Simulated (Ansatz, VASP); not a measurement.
# Two plane-wave programs on ZnO

```
CELL_PARAMETERS angstrom
3.18714 0.00000 0.00000
-1.59357 2.76015 0.00000
0.00000 0.00000 5.15226
ATOMIC_POSITIONS crystal
Zn 0.66667 0.33333 0.50095
Zn 0.33333 0.66667 0.00095
O 0.66667 0.33333 0.87936
O 0.33333 0.66667 0.37936
```

Alike in both runs: functional LDA; k mesh 12 × 12 × 6; occupations gaussian, width 0.02 eV; no spin polarisation.

Ansatz relaxed the structure, and its values are those at the end. VASP's run is a single point on that final structure, the one shown.

|  | VASP | Ansatz |
| --- | --- | --- |
| version | VASP 6.6.1 | Ansatz 0.2.0 |
| potentials or method | VASP PAW LDA potentials, release 64 (Zn, O_h), cutoff 910 eV | scalar-relativistic, plane waves, PAW |
| valence electrons in the cell | 36 | 36 |

```tsv
	VASP	Ansatz	Ansatz less VASP
gap on the k mesh at the Fermi level (eV)	0.81	0.80	-0.010
least direct gap on the mesh (eV)	0.81	0.80	-0.010
```

LDA's correlation is that of Perdew and Zunger in VASP and of Perdew and Wang (1992) in Ansatz.

Noted on VASP's run: the cutoff is short for stress, so the pressure is rough.
